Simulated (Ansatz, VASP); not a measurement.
## HfSi3W: VASP beside Ansatz

File INCAR:

```
  PREC = Accurate
  ENCUT = 500
  EDIFF = 1E-7
  ISMEAR = 0
  SIGMA = 0.2
  LREAL = F
  LASPH = T
  NELM = 120
  ALGO = Normal
  ISIF = 3
  LWAVE = F
  LCHARG = F
  GGA = PE
  IBRION = 2
  NSW = 36
  EDIFFG = -0.08
  GGA_COMPAT = F
  NELMIN = 4
```

The input KPOINTS:

```
Automatic mesh
0
Gamma
  4 4 4
```

File POSCAR:

```
HfSi3W
1.0
    2.8647826500      1.6539830300      3.3483168800
   -2.8647826500      1.6539830300      3.3483168800
    0.0000000000     -3.3079660600      3.3483168800
Hf Si W
1 3 1
Direct
    0.0000000000      0.0000000000      0.0000000000
    0.5000000000      0.5000000000      0.0000000000
    0.0000000000      0.5000000000      0.5000000000
    0.5000000000      0.0000000000      0.5000000000
    0.5000000000      0.5000000000      0.5000000000
```

Input for Ansatz:

```yaml
crystal:
  lattice:
    - [2.86478265, 1.65398303, 3.34831688]
    - [-2.86478265, 1.65398303, 3.34831688]
    - [0.0, -3.30796606, 3.34831688]
  atoms:
    - { symbol: Hf, position: [0.0, 0.0, 0.0] }
    - { symbol: Si, position: [0.5, 0.5, 0.0] }
    - { symbol: Si, position: [0.0, 0.5, 0.5] }
    - { symbol: Si, position: [0.5, 0.0, 0.5] }
    - { symbol: W, position: [0.5, 0.5, 0.5] }
basis:
  ecutwfc: 420
kpoints:
  mp_grid: { grid: [4, 4, 4] }
hamiltonian:
  xc: pbe
scf:
  occupations: { method: gaussian, width: 0.2 }
  lower_state_search: "off"
output:
  forces: true
  stress: true
  eigenvalues: true
relax:
  adjacent_minimum: "off"
  f_tol: 0.08
  max_steps: 16
  cell: { stress_tol: 0.8 }
```

Alike in both runs: task relaxation of cell and atoms; functional PBE; k mesh 4 × 4 × 4; occupations gaussian, width 0.2 eV; no spin polarisation.

```csv
,VASP,Ansatz
version,VASP 6.6.1,Ansatz 0.2.0
potentials or method,"VASP PAW PBE potentials, release 64 (Hf_pv, Si, W_sv), cutoff 500 eV","scalar-relativistic, plane waves, PAW"
valence electrons in the cell,36,52
```

```tsv
	VASP	Ansatz	Ansatz less VASP
gap on the k mesh at the Fermi level, each at its own relaxed structure (eV)	none	none	-
relaxed volume (Å³/atom)	18.98	19.00	+0.020
relaxed length of the cell vector where the two differ most in proportion (Å)	4.870	4.870	0.0000
```

A gap of «none» marks a metal or a gap that the smearing closes. VASP's potentials hold 36 valence electrons a cell and Ansatz's 52, so a difference there can come from the potentials and not from the codes.

Spin-orbit coupling is off throughout.
